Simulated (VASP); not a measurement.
## Sn: single point with PBEsol

The system is Sn.

```
Sn
1.0
    -1.72654    1.77555    2.33834
     1.72654   -1.77555    2.33834
     1.72654    1.77555   -2.33834
Sn
1
Cartesian
  0.0000 0.0000 0.0000
```

```json
{"Program": "VASP 6.6.1", "Task": "single point", "Functional": "PBEsol", "Potentials or basis": "VASP PAW PBE potentials, release 64 (Sn_d)", "Cutoff": "500 eV", "k mesh": "6 × 6 × 6", "Occupations": "fermi-dirac, width 0.1 eV", "Spin": "no spin polarisation"}
```

- Pressure: -2.8 GPa
- Band gap on the k mesh: zero (bands 7 and 8 overlap by 8.94 eV)

Stress tensor (GPa, compression positive):
```
-3.66  0.00  0.00
 0.00 -0.86  0.00
 0.00  0.00 -3.86
```

Levels at points of the mesh, in eV from the Fermi level:
```tsv
k point	band 5	band 6	band 7	band 8	band 9	band 10
(0.00, 0.00, 0.00)	-21.42	-10.86	6.93	7.07	7.47	10.54
(0.50, 0.00, 0.00)	-21.37	-6.94	-4.49	5.15	5.90	9.60
(0.00, 0.50, 0.00)	-21.37	-6.69	-4.42	4.73	5.59	9.11
(0.50, 0.50, 0.00)	-21.35	-5.31	-3.66	1.97	2.35	5.42
(0.50, 0.50, 0.50)	-21.35	-4.55	-3.16	1.12	1.76	4.52
```

Run time: 7.7 s on 1 thread of Intel(R) Xeon(R) 6975P-C (Granite Rapids), with other jobs on the host, peak memory 0.16 GiB.

Caveat: the k points lie up to 0.38 Å⁻¹ apart, too coarse for converged energies and pressures of a metal; the PAW data sets were made with another functional, which shifts forces and pressure a little; spin-orbit coupling is left out, which moves the levels of the heavy elements.
